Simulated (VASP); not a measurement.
# NbRu3C (Pm-3m) in VASP: further runs, part 2 of 3

VASP 6.6.1.

## (3) Single point, PBEsol

File INCAR:

```
  ALGO = Normal
  EDIFF = 1E-6
  ENCUT = 520
  GGA = PS
  ISIF = 2
  ISMEAR = 1
  LASPH = T
  LCHARG = F
  LREAL = F
  LWAVE = F
  NBANDS = 38
  NELM = 60
  PREC = Accurate
  SIGMA = 0.05
```

File KPOINTS:

```
k-points
0
Gamma
  8 8 8
```

File POSCAR:

```
NbRu3C
1.0
    4.0651380000      0.0000000000      0.0000000000
    0.0000000000      4.0651380000      0.0000000000
    0.0000000000      0.0000000000      4.0651380000
Ru Nb C
3 1 1
Direct
    0.5000000000      0.5000000000      0.0000000000
    0.5000000000      0.0000000000      0.5000000000
    0.0000000000      0.5000000000      0.5000000000
    0.0000000000      0.0000000000      0.0000000000
    0.5000000000      0.5000000000      0.5000000000
```

Potentials or basis: VASP PAW PBE potentials, release 64 (Ru_pv, Nb_sv, C).

On the command line:

```
$ cat potpaw_PBE.64/Ru_pv/POTCAR potpaw_PBE.64/Nb_sv/POTCAR potpaw_PBE.64/C/POTCAR > POTCAR
$ mpirun -np 1 vasp_std > vasp.out
```

OUTCAR:

```text
EDIFF = 1E-6
   ENCUT = 520
   GGA = PS
   ISIF = 2
   ISMEAR = 1
   LASPH = T
   LREAL = F
   NELM = 60
   PREC = Accurate

 ion  position               nearest neighbor table
   1  0.500  0.500  0.000-   5 2.03   5 2.03   4 2.87   2 2.87   2 2.87   3 2.87   3 2.87   2 2.87
                             4 2.87   2 2.87   3 2.87   4 2.87   3 2.87   4 2.87
   2  0.500  0.000  0.500-   5 2.03   5 2.03   4 2.87   1 2.87   1 2.87   4 2.87   1 2.87   3 2.87
                             3 2.87   1 2.87   3 2.87   4 2.87   4 2.87   3 2.87
   3  0.000  0.500  0.500-   5 2.03   5 2.03   4 2.87   1 2.87   1 2.87   4 2.87   2 2.87   4 2.87
                             4 2.87   1 2.87   2 2.87   2 2.87   1 2.87   2 2.87
   4  0.000  0.000  0.000-   1 2.87   2 2.87   3 2.87   2 2.87   3 2.87   1 2.87   3 2.87   3 2.87
                             1 2.87   2 2.87   2 2.87   1 2.87
   5  0.500  0.500  0.500-   1 2.03   2 2.03   3 2.03   1 2.03   2 2.03   3 2.03

  LATTYP: Found a simple cubic cell.
 ALAT       =     4.0651380000

  Lattice vectors:

 A1 = (   4.0651380000,   0.0000000000,   0.0000000000)
 A2 = (   0.0000000000,   4.0651380000,   0.0000000000)
 A3 = (   0.0000000000,   0.0000000000,   4.0651380000)

Analysis of symmetry for initial positions (statically):
=====================================================================
 Subroutine PRICEL returns:
 Original cell was already a primitive cell.

 Routine SETGRP: Setting up the symmetry group for a
 simple cubic supercell.

 Subroutine GETGRP returns: Found 48 space group operations
 (whereof 48 operations were pure point group operations)
 out of a pool of 48 trial point group operations.

The static configuration has the point symmetry O_h .

Analysis of symmetry for dynamics (positions and initial velocities):
=====================================================================
 Subroutine PRICEL returns:
 Original cell was already a primitive cell.

 Routine SETGRP: Setting up the symmetry group for a
 simple cubic supercell.

 Subroutine GETGRP returns: Found 48 space group operations
[... 132 lines left out ...]
  Thomas-Fermi vector in A             =   2.669904
   LORBIT       =      0    0 simple, 1 ext, 2 COOP (PROOUT), +10 PAW based schemes
   GGA     = PS    functional components
   LHFCALC =     F    Hartree Fock is set to
   AEXX    =    0.0000 exact exchange contribution
   IVDW    =     0    specifies the selected vdW correction
   LEPSILON=     F    determine dielectric tensor
   LRPA    =     F    only Hartree local field effects (RPA)
 non-spin polarized calculation
 Methfessel and Paxton  Order N= 1 SIGMA  =   0.05
  energy-cutoff  :      520.00
  volume of cell :       67.18
 maximum number of plane-waves:      1856
   NGX = 15   NGY = 15   NGZ = 15

 number of electron      59.0000034 magnetization

 Free energy of the ion-electron system (eV)
  ---------------------------------------------------
  ext. energy  EPLUGINS =         0.00000000
  ---------------------------------------------------
  free energy    TOTEN  =       -51.30470664 eV

  energy without entropy =      -51.30420179  energy(sigma->0) =      -51.30453836

 E-fermi :  12.0123     XC(G=0): -13.4850

 val. band max:       12.0037908822   @ k =   0.3750   0.1250   0.1250
 cond. band min:      12.0221175987   @ k =   0.5000   0.3750   0.2500
 fundamental gap:      0.0183267165
 Fermi energy:        12.0122753231

 k-point     1 :       0.0000    0.0000    0.0000
  band No.  band energies     occupation
      1     -43.9856      2.00000
      2     -31.6706      2.00000
      3     -31.6706      2.00000
      4     -31.6706      2.00000
      5     -31.0015      2.00000
      6     -31.0015      2.00000
[... 973 lines left out ...]
     37      15.1420      0.00000
     38      16.1316      0.00000

 [... further k-points ...]

------------------------ aborting loop because EDIFF is reached ----------------------------------------

  FORCE on cell =-STRESS in cart. coord.  units (eV):
  Direction    XX          YY          ZZ          XY          YZ          ZX
  --------------------------------------------------------------------------------------
  -------------------------------------------------------------------------------------
  Total       -4.9737367     -4.9737367     -4.9737367      0.0000000     -0.0000000     -0.0000000
  in kB     -118.6226148   -118.6226148   -118.6226148      0.0000000     -0.0000000     -0.0000000
  external PRESSURE =    -118.6226148 kB  Pullay stress =       0.0000000 kB

 VOLUME and BASIS-vectors are now :
 -----------------------------------------------------------------------------
  energy-cutoff  :      520.00
  volume of cell :       67.18
      direct lattice vectors                 reciprocal lattice vectors
     4.065138000  0.000000000  0.000000000     0.245994109  0.000000000  0.000000000
     0.000000000  4.065138000  0.000000000     0.000000000  0.245994109  0.000000000
     0.000000000  0.000000000  4.065138000     0.000000000  0.000000000  0.245994109

 POSITION                                       TOTAL-FORCE (eV/Angst)
 -----------------------------------------------------------------------------------
      2.03257      2.03257      0.00000         0.000000      0.000000      0.000000
      2.03257      0.00000      2.03257         0.000000      0.000000      0.000000
      0.00000      2.03257      2.03257         0.000000      0.000000      0.000000
      0.00000      0.00000      0.00000         0.000000      0.000000      0.000000
      2.03257      2.03257      2.03257         0.000000      0.000000      0.000000
 -----------------------------------------------------------------------------------
    total drift:                                0.000000      0.000000     -0.000000

  FREE ENERGIE OF THE ION-ELECTRON SYSTEM (eV)
  ---------------------------------------------------
  free  energy   TOTEN  =       -51.3047066406 eV

  energy  without entropy=      -51.3042017938  energy(sigma->0) =      -51.30453836
```

OSZICAR:

```text
N       E                     dE             d eps       ncg     rms          rms(c)
DAV:   1     0.706405356197E+03    0.70641E+03   -0.34465E+04  2660   0.166E+03
DAV:   2    -0.214206775607E+02   -0.72783E+03   -0.70904E+03  2872   0.563E+02
DAV:   3    -0.546298650083E+02   -0.33209E+02   -0.31789E+02  4032   0.112E+02
DAV:   4    -0.562693415760E+02   -0.16395E+01   -0.16228E+01  3554   0.216E+01
DAV:   5    -0.563332586474E+02   -0.63917E-01   -0.63837E-01  3932   0.425E+00    0.329E+01
DAV:   6    -0.516594425316E+02    0.46738E+01   -0.23666E+01  3456   0.270E+01    0.722E+00
DAV:   7    -0.514348729328E+02    0.22457E+00   -0.24367E+00  3860   0.834E+00    0.668E+00
DAV:   8    -0.513948065928E+02    0.40066E-01   -0.14666E+00  3430   0.528E+00    0.432E+00
DAV:   9    -0.513088162370E+02    0.85990E-01   -0.31393E-01  3648   0.265E+00    0.156E+00
DAV:  10    -0.513053190781E+02    0.34972E-02   -0.36108E-02  3500   0.965E-01    0.435E-01
DAV:  11    -0.513047346663E+02    0.58441E-03   -0.74286E-03  3580   0.619E-01    0.573E-02
DAV:  12    -0.513047056347E+02    0.29032E-04   -0.63404E-04  3816   0.158E-01    0.452E-02
DAV:  13    -0.513047071769E+02   -0.15422E-05   -0.41349E-05  3504   0.368E-02    0.795E-03
DAV:  14    -0.513047066406E+02    0.53629E-06   -0.26163E-06  2846   0.120E-02
   1 F= -.51304707E+02 E0= -.51304538E+02  d E =-.504847E-03
```

stdout:

```text
POSCAR found type information on POSCAR RuNbC
 POSCAR found :  3 types and       5 ions
 scaLAPACK will be used
 -----------------------------------------------------------------------------
|                                                                             |
|                                                                             |
|     You enforced a specific xc type in the INCAR file but a different       |
|     I HOPE YOU KNOW WHAT YOU ARE DOING!                                     |
|                                                                             |
 -----------------------------------------------------------------------------

 LDA part: xc-table for (Slater+PW92), standard interpolation
 POSCAR, INCAR and KPOINTS ok, starting setup
 FFT: planning ... GRIDC
 FFT: planning ... GRID_SOFT
 FFT: planning ... GRID
 WAVECAR not read
 entering main loop
```

It took 1.8 min on 1 thread of Intel Xeon 8259CL, shared host; peak memory 0.22 GiB.

Results:

```yaml
Free_energy: -51.3047 eV
Pressure: -11.9 GPa
Band_gap_on_the_k_mesh: zero (an odd number of electrons rules out a gap without spin polarisation)
```

Caveat: the cell stands under tension; the PAW data sets were made with another functional, which shifts forces and pressure a little.

[end of part 2 of 3]

The gap in the log of VASP goes by the Fermi energy; the results here count the filled bands.